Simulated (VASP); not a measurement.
# ZnIn2O6 (P-3m1) in VASP: relaxation of cell and atoms with PBE

Aim: the relaxation of cell and atoms of ZnIn2O6 with PBE.

All numbers are computed with VASP 6.6.1; they aren't measurements. Logs are shortened: lines on timing, memory, paths and dates and some standing lists are left out, and cuts for length are marked.

### 1 The cell of the first run

Symmetry: P-3m1, No. 164, trigonal system. Conventional cell: a = 6.038 Å, b = 6.038 Å, c = 3.271 Å, α = 90.00°, β = 90.00°, γ = 120.00°. Within 2.8 Å of Zn (site symmetry -3m) lie 6 O at 2.10 Å. In (site symmetry 3m) has 6 O at 2.21 to 2.25 Å within 2.9 Å. O (site symmetry m) has 1 Zn at 2.10 Å and 2 In at 2.21 to 2.25 Å and 6 O at 2.45 to 2.67 Å within 2.8 Å.

### 2 Relaxation of cell and atoms, PBE, collinear spin, ferromagnetic start

File INCAR:

```
SYSTEM = ZnIn2O6
PREC = Accurate
ENCUT = 600
EDIFF = 1E-7
ISMEAR = 0
SIGMA = 0.1
LREAL = .False.
LASPH = .True.
NELM = 200
ALGO = Normal
ISIF = 3
LWAVE = .False.
LCHARG = .False.
ISPIN = 2
MAGMOM = 0 0 0 0.7 0.7 0.7 0.7 0.7 0.7
LORBIT = 11
GGA = PE
IBRION = 2
NSW = 90
EDIFFG = -0.04
GGA_COMPAT = .False.
NELMIN = 4
```

File KPOINTS:

```
regular mesh
0
Gamma
  3 3 6
  0 0 0
```

File POSCAR:

```
ZnIn2O6
1.0
    6.0376622516      0.0000000000      0.0000000000
   -3.0188311258      5.2287688894      0.0000000000
    0.0000000000      0.0000000000      3.2710297902
Zn In O
1 2 6
Direct
    0.0000000000      0.0000000000      0.5000000000
    0.3333333333      0.6666666667      0.7698329408
    0.6666666667      0.3333333333      0.2301670592
    0.8116189200      0.6232378400      0.7235870621
    0.3767621600      0.1883810800      0.7235870621
    0.8116189200      0.1883810800      0.7235870621
    0.1883810800      0.3767621600      0.2764129379
    0.6232378400      0.8116189200      0.2764129379
    0.1883810800      0.8116189200      0.2764129379
```

Potentials or basis: VASP PAW PBE potentials, release 64 (Zn, In_d, O).

Started as:

```console
$ cat potpaw_PBE.64/Zn/POTCAR potpaw_PBE.64/In_d/POTCAR potpaw_PBE.64/O/POTCAR > POTCAR
$ mpirun -np 1 vasp_std > vasp.out
```

OUTCAR:

```text
SYSTEM = ZnIn2O6
   PREC = Accurate
   ENCUT = 600
   EDIFF = 1E-7
   ISMEAR = 0
   LREAL = .False.
   LASPH = .True.
   NELM = 200
   ISIF = 3
   ISPIN = 2
   LORBIT = 11
   GGA = PE
   IBRION = 2
   NSW = 90
   EDIFFG = -0.04
   NELMIN = 4

 ion  position               nearest neighbor table
   1  0.000  0.000  0.500-   5 2.10   6 2.10   8 2.10   9 2.10   4 2.10   7 2.10
   2  0.333  0.667  0.770-   9 2.21   8 2.21   7 2.21   9 2.25   8 2.25   7 2.25   3 3.80   3 3.80
                             3 3.80   3 3.91   3 3.91   3 3.91
   3  0.667  0.333  0.230-   6 2.21   5 2.21   4 2.21   6 2.25   5 2.25   4 2.25   2 3.80   2 3.80
                             2 3.80   2 3.91   2 3.91   2 3.91
   4  0.812  0.623  0.724-   1 2.10   3 2.21   3 2.25
   5  0.377  0.188  0.724-   1 2.10   3 2.21   3 2.25
   6  0.812  0.188  0.724-   1 2.10   3 2.21   3 2.25
   7  0.188  0.377  0.276-   1 2.10   2 2.21   2 2.25
   8  0.623  0.812  0.276-   1 2.10   2 2.21   2 2.25
   9  0.188  0.812  0.276-   1 2.10   2 2.21   2 2.25

  LATTYP: Found a hexagonal cell.
 ALAT       =     6.0376622516
 C/A-ratio  =     0.5417709130

  Lattice vectors:

 A1 = (   6.0376622516,   0.0000000000,   0.0000000000)
 A2 = (  -3.0188311258,   5.2287688894,   0.0000000000)
 A3 = (   0.0000000000,   0.0000000000,   3.2710297902)

Analysis of symmetry for initial positions (statically):
=====================================================================
 Subroutine PRICEL returns:
 Original cell was already a primitive cell.

 Routine SETGRP: Setting up the symmetry group for a
 hexagonal supercell.

 Subroutine GETGRP returns: Found 12 space group operations
 (whereof 12 operations were pure point group operations)
 out of a pool of 24 trial point group operations.

The static configuration has the point symmetry D_3d.

Analysis of symmetry for dynamics (positions and initial velocities):
=====================================================================
 Subroutine PRICEL returns:
 Original cell was already a primitive cell.

 Routine SETGRP: Setting up the symmetry group for a
 hexagonal supercell.

 Subroutine GETGRP returns: Found 12 space group operations
 (whereof 12 operations were pure point group operations)
 out of a pool of 24 trial point group operations.

The dynamic configuration has the point symmetry D_3d.

Analysis of structural, dynamic, and magnetic symmetry:
=====================================================================
 Subroutine PRICEL returns:
 Original cell was already a primitive cell.

 Routine SETGRP: Setting up the symmetry group for a
 hexagonal supercell.

 Subroutine GETGRP returns: Found 12 space group operations
 (whereof 12 operations were pure point group operations)
 out of a pool of 24 trial point group operations.

The overall configuration has the point symmetry D_3d.

 Subroutine INISYM returns: Found 12 space group operations
 (whereof 12 operations are pure point group operations),
 and found     1 'primitive' translations

----------------------------------------------------------------------------------------

                                     Primitive cell

  volume of cell :     103.2649

  direct lattice vectors                    reciprocal lattice vectors
     6.037662252  0.000000000  0.000000000     0.165627019  0.095624804  0.000000000
    -3.018831126  5.228768889  0.000000000     0.000000000  0.191249608  0.000000000
     0.000000000  0.000000000  3.271029790     0.000000000  0.000000000  0.305714122

  length of vectors
     6.037662252  6.037662252  3.271029790     0.191249608  0.191249608  0.305714122

  position of ions in fractional coordinates (direct lattice)
     0.000000000  0.000000000  0.500000000
     0.333333333  0.666666667  0.769832941
     0.666666667  0.333333333  0.230167059
     0.811618920  0.623237840  0.723587062
     0.376762160  0.188381080  0.723587062
     0.811618920  0.188381080  0.723587062
     0.188381080  0.376762160  0.276412938
     0.623237840  0.811618920  0.276412938
     0.188381080  0.811618920  0.276412938

  ion indices of the primitive-cell ions
   primitive index   ion index
                 1           1
                 2           2
                 3           3
                 4           4
                 5           5
                 6           6
                 7           7
                 8           8
                 9           9

----------------------------------------------------------------------------------------

 KPOINTS: regular mesh

Automatic generation of k-mesh.
 Grid dimensions read from file:
 generate k-points for:    3    3    6

 Generating k-lattice:

  Cartesian coordinates                     Fractional coordinates (reciprocal lattice)
     0.055209006  0.031874935  0.000000000     0.333333333  0.000000000  0.000000000
     0.000000000  0.063749869  0.000000000     0.000000000  0.333333333  0.000000000
     0.000000000  0.000000000  0.050952354     0.000000000  0.000000000  0.166666667

  Length of vectors
     0.063749869  0.063749869  0.050952354

  Shift w.r.t. Gamma in fractional coordinates (k-lattice)
     0.000000000  0.000000000  0.000000000

 Subroutine IBZKPT returns following result:
 ===========================================

 Found     14 irreducible k-points:

 Following reciprocal coordinates:
            Coordinates               Weight
  0.000000  0.000000  0.000000      1.000000
  0.333333  0.000000  0.000000      6.000000
  0.333333  0.333333  0.000000      2.000000
  0.000000  0.000000  0.166667      2.000000
  0.333333  0.000000  0.166667      6.000000
  0.000000  0.333333  0.166667      6.000000
  0.333333  0.333333  0.166667      4.000000
  0.000000  0.000000  0.333333      2.000000
  0.333333  0.000000  0.333333      6.000000
  0.000000  0.333333  0.333333      6.000000
  0.333333  0.333333  0.333333      4.000000
  0.000000  0.000000  0.500000      1.000000
  0.333333  0.000000  0.500000      6.000000
  0.333333  0.333333  0.500000      2.000000
   k-points           NKPTS =     14   k-points in BZ     NKDIM =     14   number of bands    NBANDS=     46
   number of dos      NEDOS =    301   number of ions     NIONS =      9
   total plane-waves  NPLWV =  64512
   dimension x,y,z NGX =    48 NGY =   48 NGZ =   28
   dimension x,y,z NGXF=    96 NGYF=   96 NGZF=   56
   ions per type =               1   2   6
   NGX,Y,Z   is equivalent  to a cutoff of  13.22, 13.22, 14.23 a.u.
   NGXF,Y,Z  is equivalent  to a cutoff of  26.43, 26.43, 28.46 a.u.
 SYSTEM =  ZnIn2O6
   PREC   = accura    normal or accurate (medium, high low for compatibility)
   ISTART =      0    job   : 0-new  1-cont  2-samecut
   ICHARG =      2    charge: 1-file 2-atom 10-const
   ISPIN  =      2    spin polarized calculation?
   LNONCOLLINEAR =      F non collinear calculations
   LSORBIT =      F    spin-orbit coupling
   LASPH  =      T    aspherical Exc in radial PAW
   ENCUT  =  600.0 eV  44.10 Ry    6.64 a.u.  12.06 12.06  6.53*2*pi/ulx,y,z
   NELM   =    200;   NELMIN=  4; NELMDL= -5     # of ELM steps
   EDIFF  = 0.1E-06   stopping-criterion for ELM
   LREAL  =      F    real-space projection
   EDIFFG = -.4E-01   stopping-criterion for IOM
   NSW    =     90    number of steps for IOM
   IBRION =      2    ionic relax: 0-MD 1-quasi-New 2-CG
   NFREE  =      1    steps in history (QN), initial steepest desc. (CG)
   ISIF   =      3    stress and relaxation
   ISYM   =      2    0-nonsym 1-usesym 2-fastsym
   POTIM  = 0.5000    time-step for ionic-motion
   TEBEG  =    0.0;   TEEND  =   0.0 temperature during run
   PSTRESS=    0.0 pullay stress
   NELECT =      74.0000    total number of electrons
   NUPDOWN=      -1.0000    fix difference up-down
   EMIN   =  10.00;   EMAX   =-10.00  energy-range for DOS
   EFERMI =   0.00;   METHOD = LEGACY
   ISMEAR =     0;   SIGMA  =   0.10  broadening in eV -4-tet -1-fermi 0-gaus
   EFERMI_NEDOS =   21; number of points for ismear=-14 and -15
   IALGO  =     38    algorithm
   IMIX   =      4    mixing-type and parameters
     AMIX     =   0.40;   BMIX     =  1.00
     AMIX_MAG =   1.60;   BMIX_MAG =  1.00
  volume/ion in A,a.u.               =      11.47        77.43
  Fermi-wavevector in a.u.,A,eV,Ry     =   1.464989  2.768429 29.200742  2.146194
  Thomas-Fermi vector in A             =   2.580900
   LORBIT       =     11    0 simple, 1 ext, 2 COOP (PROOUT), +10 PAW based schemes
   GGA     = PE    functional components
   LHFCALC =     F    Hartree Fock is set to
   AEXX    =    0.0000 exact exchange contribution
   IVDW    =     0    specifies the selected vdW correction
   LEPSILON=     F    determine dielectric tensor
   LRPA    =     F    only Hartree local field effects (RPA)
 conjugate gradient relaxation of ions
 spin polarized calculation
 Gauss-broadening in eV      SIGMA  =   0.10
  energy-cutoff  :      600.00
  volume of cell :      103.26
 maximum number of plane-waves:      3470
   NGX = 25   NGY = 25   NGZ = 13

--------------------------------------- Ionic step        1  -------------------------------------------

 number of electron      73.9999999 magnetization       4.0002719

 Free energy of the ion-electron system (eV)
  ---------------------------------------------------
  ext. energy  EPLUGINS =         0.00000000
  ---------------------------------------------------
  free energy    TOTEN  =       -40.37557288 eV

  energy without entropy =      -40.36307673  energy(sigma->0) =      -40.36932480

------------------------ aborting loop because EDIFF is reached ----------------------------------------

  FORCE on cell =-STRESS in cart. coord.  units (eV):
  Direction    XX          YY          ZZ          XY          YZ          ZX
  --------------------------------------------------------------------------------------
  -------------------------------------------------------------------------------------
  Total        0.5872276      0.5872276      0.4364342      0.0000000      0.0000000      0.0000000
  in kB        9.1109637      9.1109637      6.7713703      0.0000000      0.0000000      0.0000000
  external PRESSURE =       8.3310992 kB  Pullay stress =       0.0000000 kB
[... 71 lines left out ...]
  energy  without entropy=      -40.3645322647  energy(sigma->0) =      -40.37085757

--------------------------------------- Ionic step        3  -------------------------------------------

 number of electron      74.0000001 magnetization       3.9999928

 Free energy of the ion-electron system (eV)
  ---------------------------------------------------
  ext. energy  EPLUGINS =         0.00000000
  ---------------------------------------------------
  free energy    TOTEN  =       -40.37745254 eV

  energy without entropy =      -40.36484744  energy(sigma->0) =      -40.37114999

 E-fermi :   4.2279     XC(G=0): -11.3396

 val. band max:        4.2124648656   @ k =   0.3333   0.0000   0.0000
 cond. band min:       4.2425267613   @ k =   0.0000   0.0000   0.0000
 fundamental gap:      0.0300618956
 Fermi energy:         4.2278734945

 spin component 1

 k-point     1 :       0.0000    0.0000    0.0000
  band No.  band energies     occupation
      1     -14.7100      1.00000
      2     -13.3848      1.00000
      3     -13.3848      1.00000
      4     -13.0953      1.00000
      5     -12.6438      1.00000
      6     -12.6438      1.00000
[... 675 lines left out ...]
     45      12.5417      0.00000
     46      13.1102      0.00000
 Fermi energy:         4.2278734945

 spin component 2

 k-point     1 :       0.0000    0.0000    0.0000
  band No.  band energies     occupation
      1     -13.8082      1.00000
      2     -12.3781      1.00000
      3     -12.3781      1.00000
      4     -12.1403      1.00000
      5     -11.5757      1.00000
      6     -11.5757      1.00000
[... 711 lines left out ...]
  FREE ENERGIE OF THE ION-ELECTRON SYSTEM (eV)
  ---------------------------------------------------
  free  energy   TOTEN  =       -40.3774525429 eV

  energy  without entropy=      -40.3648474374  energy(sigma->0) =      -40.37114999

 reached required accuracy - stopping structural energy minimisation

 total charge

# of ion       s       p       d       tot
------------------------------------------
    1        0.397   0.387   9.835  10.619
    2        0.626   0.561  10.015  11.202
    3        0.626   0.561  10.015  11.202
    4        1.591   3.269   0.000   4.860
    5        1.591   3.269   0.000   4.860
    6        1.591   3.269   0.000   4.860
    7        1.591   3.269   0.000   4.860
    8        1.591   3.269   0.000   4.860
    9        1.591   3.269   0.000   4.860
--------------------------------------------------
tot         11.198  21.121  29.865  62.185

 magnetization (x)

# of ion       s       p       d       tot
------------------------------------------
    1       -0.020  -0.013   0.086   0.052
    2       -0.027  -0.021   0.011  -0.037
    3       -0.027  -0.021   0.011  -0.037
    4        0.008   0.573   0.000   0.580
    5        0.008   0.573   0.000   0.580
    6        0.008   0.573   0.000   0.580
    7        0.008   0.573   0.000   0.580
    8        0.008   0.573   0.000   0.580
    9        0.008   0.573   0.000   0.580
--------------------------------------------------
tot         -0.029   3.382   0.107   3.460
```

Wall time 4.4 min (1 thread of Intel Xeon 6975P-C (Granite Rapids), shared host); peak memory 0.37 GiB.

Results:

| Item | Value |
| --- | --- |
| Free energy | -40.3775 eV |
| Relaxed volume | 11.55 Å³/atom |
| Relaxed cell | a = 6.051 Å, b = 6.051 Å, c = 3.277 Å, α = 90.00°, β = 90.00°, γ = 120.00° |
| Space group after relaxing (to 0.1 Å) | P-3m1 (No. 164) |
| Energy gained by relaxing | 0.2 meV/atom |
| Ionic steps | 3 |
| Pressure after relaxing | 0.0 GPa |
| Largest force after relaxing | 0.022 eV/Å |
| Band gap on the k mesh | zero (filled and empty bands overlap) |
| Net moment | 4.00 μB per cell |
| Site moments | Zn +0.05; In -0.04; O +0.58 μB |
| Valence electrons inside the program's atomic spheres | Zn 10.62; In 11.20; O 4.86 |

Forces in eV/Å, atoms in the order of the input:
```
Zn   0.000  0.000  0.000
In   0.000  0.000  0.013
In   0.000  0.000 -0.013
O    0.000 -0.022 -0.005
O    0.019  0.011 -0.005
O   -0.019  0.011 -0.005
O    0.000  0.022  0.005
O   -0.019 -0.011  0.005
O    0.019 -0.011  0.005
```

Step by step:
```csv
step,energy change (eV),largest force (eV/Å),pressure (GPa),volume (Å³)
1,0.0000,0.0627,0.83,103.26
2,-0.0016,0.0308,-0.37,104.16
3,-0.0019,0.0221,-0.04,103.91
```

Final structure:
```
Zn In O
1.0
     6.05134    0.00000    0.00000
    -3.02567    5.24062    0.00000
     0.00000    0.00000    3.27654
Zn In O
1 2 6
Direct
  0.00000 0.00000 0.50000
  0.33333 0.66667 0.77050
  0.66667 0.33333 0.22950
  0.81159 0.62317 0.72385
  0.37683 0.18841 0.72385
  0.81159 0.18841 0.72385
  0.18841 0.37683 0.27615
  0.62317 0.81159 0.27615
  0.18841 0.81159 0.27615
```

Caveat: the k points lie up to 0.40 Å⁻¹ apart in the final cell; spin-orbit coupling is left out, which moves the levels of the heavy elements.

The gap in the log of VASP goes by the Fermi energy; the results here count the filled bands.